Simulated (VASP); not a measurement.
**O: single point with PBE+D3(BJ)**

O:

```
O
1.0
     6.08760    0.00000    0.00000
     0.00000    6.08760    0.00000
     0.00000    0.00000    6.08760
O
12
Direct
  0.30557 0.27204 0.33291
  0.33939 0.22181 0.13583
  0.73221 0.38417 0.13693
  0.67312 0.56919 0.08783
  0.86763 0.23963 0.62581
  0.96478 0.12258 0.76032
  0.59496 0.82941 0.69297
  0.45414 0.75223 0.57338
  0.20093 0.63322 0.04516
  0.07979 0.56058 0.90224
  0.01027 0.76618 0.42664
  0.94111 0.90384 0.29516
```

| Property | Result |
| --- | --- |
| Program | VASP 6.6.1 |
| Task | single point |
| Functional | PBE |
| Dispersion | D3(BJ) |
| Potentials or basis | VASP PAW PBE potentials, release 64 (O) |
| Cutoff | 520 eV |
| k mesh | 1 × 1 × 1 |
| Occupations | fermi-dirac, width 0.02 eV |
| Spin | collinear spin, ferromagnetic start |
| Starting moments | [1.0, 1.0, 1.0, 1.0, 1.0, 1.0, 1.0, 1.0, 1.0, 1.0, 1.0, 1.0] μB |
| Dipole correction | no |
| Further INCAR settings | ALGO = Normal; EDIFF = 1e-06; NBANDS = 52 |

* Pressure: 1.4 GPa
* Largest force: 1.576 eV/Å
* Net moment: 12.00 μB per cell
* Site moments: O +0.81, +0.82 (each value once) μB
* Valence electrons inside the program's atomic spheres: O 4.86, 4.92, 4.91, 4.89 (each value once)
* Dispersion energy per atom: -0.042 eV

Forces in eV/Å, atoms in the order of the input:
```
O    0.252 -0.451 -1.352
O   -0.459  0.012  1.507
O    0.491 -0.827  0.317
O   -0.390  0.824 -0.182
O    0.090 -0.098  0.273
O   -0.108  0.181 -0.198
O    0.664  0.418  0.625
O   -0.696 -0.427 -0.631
O    0.476  0.385  0.194
O   -0.212 -0.073 -0.620
O   -0.107  0.027 -0.003
O   -0.001  0.029  0.068
```

Stress tensor (GPa, compression positive):
```
 2.39  0.63  0.51
 0.63  1.83  0.26
 0.51  0.26 -0.02
```

Levels at points of the mesh, in eV from the Fermi level:
Spin up:
| k point | band 39 | band 40 | band 41 | band 42 | band 43 | band 44 | band 45 | band 46 |
| --- | --- | --- | --- | --- | --- | --- | --- | --- |
| (0.00, 0.00, 0.00) | -0.69 | -0.65 | -0.57 | -0.48 | 6.20 | 7.21 | 7.99 | 8.07 |
Spin down:
```csv
k point,band 26,band 27,band 28,band 29,band 30,band 31,band 32,band 33,band 34,band 35
"(0.00, 0.00, 0.00)",-5.16,-5.07,-4.85,-4.68,-4.58,0.98,1.05,1.20,1.27,1.39
```

It took 23 s on 1 thread of Intel(R) Xeon(R) Platinum 8488C (Sapphire Rapids) (shared host), peak memory 0.38 GiB.

Caveat: the k points lie up to 1.03 Å⁻¹ apart, too coarse for converged energies, forces and pressures; the standard files for N, O and F lose accuracy on very short bonds; the atoms stand as in a frame of molecular dynamics.
